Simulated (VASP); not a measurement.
# Te2Mo in VASP: notebook

Te2Mo is run at these levels: BLYP+D3(BJ), PBE; tasks: single point.

All numbers are computed with VASP 6.6.1; they aren't measurements. Logs are shortened: lines on timing, memory, paths and dates and some standing lists are left out, and cuts for length are marked.

**1. The cell of the first run**

The cell holds a slab with vacuum, 6 atoms: a = 6.445 Å, b = 3.526 Å, c = 36.652 Å, α = 90.00°, β = 90.14°, γ = 90.00°.

**2. Single point, BLYP+D3(BJ)**

INCAR reads:

```
SYSTEM = Te2Mo
AGGAC = 1.0
AGGAX = 1.0
ALDAC = 0.0
ALDAX = 1.0
ALGO = Normal
EDIFF = 1E-7
ENCUT = 520
GGA = B5
ISIF = 2
ISMEAR = -1
IVDW = 12
LASPH = .TRUE.
LCHARG = .TRUE.
LELF = .TRUE.
LREAL = .FALSE.
LVHAR = .TRUE.
LWAVE = .FALSE.
NBANDS = 35
NELM = 60
PREC = Accurate
SIGMA = 0.05
VDW_A1 = 0.4298
VDW_A2 = 4.2359
VDW_S6 = 1.0
VDW_S8 = 2.6996
```

KPOINTS reads:

```
k-points
0
G
  4 8 1
  0 0 0
```

POSCAR reads:

```
Te2Mo
1.0
    6.4453239976      0.0000000000      0.0000000000
    0.0000000000      3.5262030893      0.0000000000
   -0.0868695265      0.0000000000     36.6519436197
Te Mo
4 2
Direct
    0.4292511000      0.7500000000      0.5407035800
    0.5707489000      0.2500000000      0.4592964200
    0.9208478700      0.2500000000      0.5565273200
    0.0791521300      0.7500000000      0.4434726800
    0.1813475600      0.2500000000      0.4974653700
    0.8186524400      0.7500000000      0.5025346300
```

Potentials or basis: VASP PAW PBE potentials, release 64 (Te, Mo_sv).

Command:

```bash
> cat potpaw_PBE.64/Te/POTCAR potpaw_PBE.64/Mo_sv/POTCAR > POTCAR
> mpirun -np 1 vasp_std > vasp.out
```

OUTCAR:

```text
SYSTEM = Te2Mo
   EDIFF = 1E-7
   ENCUT = 520
   GGA = B5
   ISIF = 2
   ISMEAR = -1
   IVDW = 12
   LASPH = .TRUE.
   LREAL = .FALSE.
   NELM = 60
   PREC = Accurate
 IVDW          = 12

 ion  position               nearest neighbor table
   1  0.429  0.750  0.541-   5 2.86   5 2.86   6 2.88   2 3.59   2 3.59   3 3.67   3 3.67
   2  0.571  0.250  0.459-   6 2.86   6 2.86   5 2.88   1 3.59   1 3.59   4 3.67   4 3.67
   3  0.921  0.250  0.557-   6 2.73   6 2.73   5 2.74   1 3.67   1 3.67
   4  0.079  0.750  0.443-   5 2.73   5 2.73   6 2.74   2 3.67   2 3.67
   5  0.181  0.250  0.497-   4 2.73   4 2.73   3 2.74   1 2.86   1 2.86   2 2.88   6 2.93   6 2.93

   6  0.819  0.750  0.503-   3 2.73   3 2.73   4 2.74   2 2.86   2 2.86   1 2.88   5 2.93   5 2.93

  LATTYP: Found a simple monoclinic cell.
 ALAT       =     6.4453239976
 B/A-ratio  =     0.5470947761
 C/A-ratio  =     5.6866104138
 COS(beta)  =    -0.0023701139

  Lattice vectors:

 A1 = (   6.4453239976,   0.0000000000,   0.0000000000)
 A2 = (   0.0000000000,   3.5262030893,   0.0000000000)
 A3 = (  -0.0868695265,   0.0000000000,  36.6519436197)

Analysis of symmetry for initial positions (statically):
=====================================================================
 Subroutine PRICEL returns:
 Original cell was already a primitive cell.

 Routine SETGRP: Setting up the symmetry group for a
 simple monoclinic supercell.

 Subroutine GETGRP returns: Found  4 space group operations
 (whereof  2 operations were pure point group operations)
 out of a pool of  4 trial point group operations.

The static configuration has the point symmetry S_2 .
 The point group associated with its full space group is C_2h.

Analysis of symmetry for dynamics (positions and initial velocities):
=====================================================================
 Subroutine PRICEL returns:
 Original cell was already a primitive cell.

 Routine SETGRP: Setting up the symmetry group for a
 simple monoclinic supercell.

 Subroutine GETGRP returns: Found  4 space group operations
 (whereof  2 operations were pure point group operations)
 out of a pool of  4 trial point group operations.

The dynamic configuration has the point symmetry S_2 .
 The point group associated with its full space group is C_2h.

 Subroutine INISYM returns: Found  4 space group operations
 (whereof  2 operations are pure point group operations),
 and found     1 'primitive' translations

----------------------------------------------------------------------------------------

                                     Primitive cell

  volume of cell :     833.0078

  direct lattice vectors                    reciprocal lattice vectors
     6.445323998  0.000000000  0.000000000     0.155151238  0.000000000  0.000367727
     0.000000000  3.526203089  0.000000000     0.000000000  0.283591153  0.000000000
    -0.086869527  0.000000000 36.651943620     0.000000000  0.000000000  0.027283683

  length of vectors
     6.445323998  3.526203089 36.652046565     0.155151674  0.283591153  0.027283683

  position of ions in fractional coordinates (direct lattice)
     0.429251100  0.750000000  0.540703580
     0.570748900  0.250000000  0.459296420
     0.920847870  0.250000000  0.556527320
     0.079152130  0.750000000  0.443472680
     0.181347560  0.250000000  0.497465370
     0.818652440  0.750000000  0.502534630

  ion indices of the primitive-cell ions
   primitive index   ion index
                 1           1
                 2           2
                 3           3
                 4           4
                 5           5
                 6           6

----------------------------------------------------------------------------------------

 KPOINTS: k-points

Automatic generation of k-mesh.
 Grid dimensions read from file:
 generate k-points for:    4    8    1

 Generating k-lattice:

  Cartesian coordinates                     Fractional coordinates (reciprocal lattice)
     0.038787810  0.000000000  0.000091932     0.250000000  0.000000000 -0.000000000
     0.000000000  0.035448894  0.000000000     0.000000000  0.125000000  0.000000000
     0.000000000  0.000000000  0.027283683     0.000000000  0.000000000  1.000000000

  Length of vectors
     0.038787919  0.035448894  0.027283683

  Shift w.r.t. Gamma in fractional coordinates (k-lattice)
     0.000000000  0.000000000  0.000000000

 Subroutine IBZKPT returns following result:
 ===========================================

 Found     15 irreducible k-points:

 Following reciprocal coordinates:
            Coordinates               Weight
  0.000000  0.000000  0.000000      1.000000
  0.250000  0.000000 -0.000000      2.000000
  0.500000  0.000000 -0.000000      1.000000
  0.000000  0.125000  0.000000      2.000000
  0.250000  0.125000 -0.000000      4.000000
  0.500000  0.125000 -0.000000      2.000000
  0.000000  0.250000  0.000000      2.000000
  0.250000  0.250000 -0.000000      4.000000
  0.500000  0.250000 -0.000000      2.000000
  0.000000  0.375000  0.000000      2.000000
  0.250000  0.375000 -0.000000      4.000000
  0.500000  0.375000 -0.000000      2.000000
  0.000000  0.500000  0.000000      1.000000
  0.250000  0.500000 -0.000000      2.000000
  0.500000  0.500000 -0.000000      1.000000
   k-points           NKPTS =     15   k-points in BZ     NKDIM =     15   number of bands    NBANDS=     35
   number of dos      NEDOS =    301   number of ions     NIONS =      6
   total plane-waves  NPLWV = 376320
   dimension x,y,z NGX =    48 NGY =   28 NGZ =  280
   dimension x,y,z NGXF=    96 NGYF=   56 NGZF=  560
   ions per type =               4   2
   NGX,Y,Z   is equivalent  to a cutoff of  12.38, 13.20, 12.70 a.u.
   NGXF,Y,Z  is equivalent  to a cutoff of  24.76, 26.40, 25.40 a.u.
 SYSTEM =  Te2Mo
   PREC   = accura    normal or accurate (medium, high low for compatibility)
   ISTART =      0    job   : 0-new  1-cont  2-samecut
   ICHARG =      2    charge: 1-file 2-atom 10-const
   ISPIN  =      1    spin polarized calculation?
   LNONCOLLINEAR =      F non collinear calculations
   LSORBIT =      F    spin-orbit coupling
   LASPH  =      T    aspherical Exc in radial PAW
   ENCUT  =  520.0 eV  38.22 Ry    6.18 a.u.  11.98  6.56 68.15*2*pi/ulx,y,z
   NELM   =     60;   NELMIN=  2; NELMDL= -5     # of ELM steps
   EDIFF  = 0.1E-06   stopping-criterion for ELM
   LREAL  =      F    real-space projection
   EDIFFG = 0.1E-05   stopping-criterion for IOM
   NSW    =      0    number of steps for IOM
   IBRION =     -1    ionic relax: 0-MD 1-quasi-New 2-CG
   NFREE  =      0    steps in history (QN), initial steepest desc. (CG)
   ISIF   =      2    stress and relaxation
   ISYM   =      2    0-nonsym 1-usesym 2-fastsym
   POTIM  = 0.5000    time-step for ionic-motion
   TEBEG  =    0.0;   TEEND  =   0.0 temperature during run
   PSTRESS=    0.0 pullay stress
   NELECT =      52.0000    total number of electrons
   NUPDOWN=      -1.0000    fix difference up-down
   EMIN   =  10.00;   EMAX   =-10.00  energy-range for DOS
   EFERMI =   0.00;   METHOD = LEGACY
   ISMEAR =    -1;   SIGMA  =   0.05  broadening in eV -4-tet -1-fermi 0-gaus
   EFERMI_NEDOS =   21; number of points for ismear=-14 and -15
   IALGO  =     38    algorithm
   IMIX   =      4    mixing-type and parameters
     AMIX     =   0.40;   BMIX     =  1.00
     AMIX_MAG =   1.60;   BMIX_MAG =  1.00
  volume/ion in A,a.u.               =     138.83       936.90
  Fermi-wavevector in a.u.,A,eV,Ry     =   0.649421  1.227228  5.738223  0.421747
  Thomas-Fermi vector in A             =   1.718371
   LORBIT       =      0    0 simple, 1 ext, 2 COOP (PROOUT), +10 PAW based schemes
   GGA     = B5    functional components
   LHFCALC =     F    Hartree Fock is set to
   AEXX    =    0.0000 exact exchange contribution
   IVDW    =    12    specifies the selected vdW correction
   LEPSILON=     F    determine dielectric tensor
   LRPA    =     F    only Hartree local field effects (RPA)
 non-spin polarized calculation
  energy-cutoff  :      520.00
  volume of cell :      833.01
 maximum number of plane-waves:     22498
 NGX is ok and might be reduce to    48
   NGX = 23   NGY = 13   NGZ =137

 number of electron      52.0000003 magnetization

 Free energy of the ion-electron system (eV)
  ---------------------------------------------------
  ext. energy  EPLUGINS =         0.00000000
  ---------------------------------------------------
  free energy    TOTEN  =       -30.62420966 eV

  energy without entropy =      -30.61600711  energy(sigma->0) =      -30.62010838

 E-fermi :  -2.0450     XC(G=0):  -2.1070

 val. band max:       -2.2045437907   @ k =   0.0000   0.1250   0.0000
 cond. band min:      -2.0390134330   @ k =   0.0000   0.1250   0.0000
 fundamental gap:      0.1655303576
 Fermi energy:        -2.0449832765

 k-point     1 :       0.0000    0.0000    0.0000
  band No.  band energies     occupation
      1     -62.9078      2.00000
      2     -62.8584      2.00000
      3     -37.2510      2.00000
      4     -37.2172      2.00000
      5     -37.1503      2.00000
      6     -37.0732      2.00000
[... 27 lines left out ...]
     34       1.1320      0.00000
     35       1.7936      0.00000

 k-point     2 :       0.2500    0.0000   -0.0000
  band No.  band energies     occupation
      1     -62.9077      2.00000
      2     -62.8585      2.00000
      3     -37.2482      2.00000
      4     -37.2169      2.00000
      5     -37.1506      2.00000
      6     -37.0735      2.00000
[... 27 lines left out ...]
     34       1.2886      0.00000
     35       2.0168      0.00000

 k-point     3 :       0.5000    0.0000   -0.0000
  band No.  band energies     occupation
      1     -62.9077      2.00000
      2     -62.8586      2.00000
      3     -37.2454      2.00000
      4     -37.2167      2.00000
      5     -37.1509      2.00000
      6     -37.0738      2.00000
[... 27 lines left out ...]
     34       1.3758      0.00000
     35       2.4375      0.00000

 k-point     4 :       0.0000    0.1250    0.0000
  band No.  band energies     occupation
      1     -62.9053      2.00000
      2     -62.8596      2.00000
      3     -37.2530      2.00000
      4     -37.2332      2.00000
      5     -37.1447      2.00000
      6     -37.0844      2.00000
[... 27 lines left out ...]
     34       1.0944      0.00000
     35       2.0533      0.00000

 k-point     5 :       0.2500    0.1250   -0.0000
  band No.  band energies     occupation
      1     -62.9052      2.00000
      2     -62.8597      2.00000
      3     -37.2510      2.00000
      4     -37.2332      2.00000
      5     -37.1449      2.00000
      6     -37.0845      2.00000
[... 296 lines left out ...]
 k-point    13 :       0.0000    0.5000    0.0000
  band No.  band energies     occupation
      1     -62.8785      2.00000
      2     -62.8785      2.00000
      3     -37.3033      2.00000
      4     -37.3033      2.00000
      5     -37.1130      2.00000
      6     -37.1130      2.00000
[... 27 lines left out ...]
     34       1.3750      0.00000
     35       3.4174      0.00000

 k-point    14 :       0.2500    0.5000   -0.0000
  band No.  band energies     occupation
      1     -62.8785      2.00000
      2     -62.8785      2.00000
      3     -37.3045      2.00000
      4     -37.3045      2.00000
      5     -37.1126      2.00000
      6     -37.1126      2.00000
[... 27 lines left out ...]
     34       1.2656      0.00000
     35       2.9185      0.00000

 k-point    15 :       0.5000    0.5000   -0.0000
  band No.  band energies     occupation
      1     -62.8785      2.00000
      2     -62.8785      2.00000
      3     -37.3058      2.00000
      4     -37.3058      2.00000
      5     -37.1122      2.00000
      6     -37.1122      2.00000
[... 27 lines left out ...]
     34       1.1811      0.00000
     35       2.4537      0.00000

------------------------ aborting loop because EDIFF is reached ----------------------------------------

 Edisp (eV)   -5.53036

 E8    (eV) :    -4.2789

  FORCE on cell =-STRESS in cart. coord.  units (eV):
  Direction    XX          YY          ZZ          XY          YZ          ZX
  --------------------------------------------------------------------------------------
  -------------------------------------------------------------------------------------
  Total      -2.85333    -2.42634    -0.61235     0.00000     0.00000    -0.14437
  in kB      -5.48799    -4.66674    -1.17778     0.00000     0.00000    -0.27767
  external pressure =       -3.78 kB  Pullay stress =        0.00 kB

 VOLUME and BASIS-vectors are now :
 -----------------------------------------------------------------------------
  energy-cutoff  :      520.00
  volume of cell :      833.01
      direct lattice vectors                 reciprocal lattice vectors
     6.445323998  0.000000000  0.000000000     0.155151238  0.000000000  0.000367727
     0.000000000  3.526203089  0.000000000     0.000000000  0.283591153  0.000000000
    -0.086869527  0.000000000 36.651943620     0.000000000  0.000000000  0.027283683

 POSITION                                       TOTAL-FORCE (eV/Angst)
 -----------------------------------------------------------------------------------
      2.71969      2.64465     19.81784        -0.032078     -0.000000     -0.052692
      3.63876      0.88155     16.83411         0.032078      0.000000      0.052692
      5.88682      0.88155     20.39781        -0.009890     -0.000000     -0.101022
      0.47164      2.64465     16.25414         0.009890      0.000000      0.101022
      1.12563      0.88155     18.23307         0.039124      0.000000      0.006917
      5.23283      2.64465     18.41887        -0.039124      0.000000     -0.006917
 -----------------------------------------------------------------------------------
    total drift:                                0.000000     -0.000000     -0.000000

  FREE ENERGIE OF THE ION-ELECTRON SYSTEM (eV)
  ---------------------------------------------------
  free  energy   TOTEN  =       -36.1545727008 eV

  energy  without entropy=      -36.1463701425  energy(sigma->0) =      -36.15047142
```

It took 17 min on 1 thread of AMD EPYC 9R45 (Zen 5), shared host; peak memory 0.94 GiB.

Results:

* Free energy: -36.1546 eV
* Largest force: 0.102 eV/Å
* Band gap on the k mesh: zero (bands 26 and 27 overlap by 0.14 eV)
* Dispersion energy per atom: -0.922 eV

Forces in eV/Å, atoms in the order of the input:
```
Te  -0.032  0.000 -0.053
Te   0.032  0.000  0.053
Te  -0.010  0.000 -0.101
Te   0.010  0.000  0.101
Mo   0.039  0.000  0.007
Mo  -0.039  0.000 -0.007
```

Caveat: there is no dipole correction, which matters where the two faces differ; the PAW data sets were made with another functional, which shifts forces and pressure a little; spin-orbit coupling is left out, which moves the levels of the heavy elements.

(Part 1 of 2 ends here.)

The gap in the log of VASP goes by the Fermi energy; the results here count the filled bands.